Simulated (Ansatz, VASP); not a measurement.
## Two plane-wave programs on SnTe

```
Sn Te
1.0
    -0.33322    2.99899    2.99899
     2.99899   -0.33322    2.99899
     2.99899    2.99899   -0.33322
Sn Te
1 1
Direct
  0.00000 0.00000 0.00000
  0.50000 0.50000 0.50000
```

Alike in both runs: task single point; functional LDA; k mesh 10 × 10 × 10; occupations gaussian, width 0.03 eV; no spin polarisation.

|  | VASP | Ansatz |
| --- | --- | --- |
| version | VASP 6.6.1 | Ansatz 0.2.0 |
| potentials or method | VASP PAW LDA potentials, release 64 (Sn_d, Te), cutoff 520 eV | scalar-relativistic, plane waves, PAW |
| valence electrons in the cell | 20 | 30 |

```csv
,VASP,Ansatz,Ansatz less VASP
gap on the k mesh at the Fermi level (eV),none,none,-
pressure (GPa),-2.3,-2.3,-0.03
"traceless stress, the component that is largest in VASP (GPa)",1.27,1.28,+0.008
```

LDA's correlation is that of Perdew and Zunger in VASP and of Perdew and Wang (1992) in Ansatz. A gap of «none» marks a metal or a gap that the smearing closes. VASP's potentials hold 20 valence electrons a cell and Ansatz's 30, so a difference there can come from the potentials and not from the codes.

Spin-orbit coupling is off throughout.
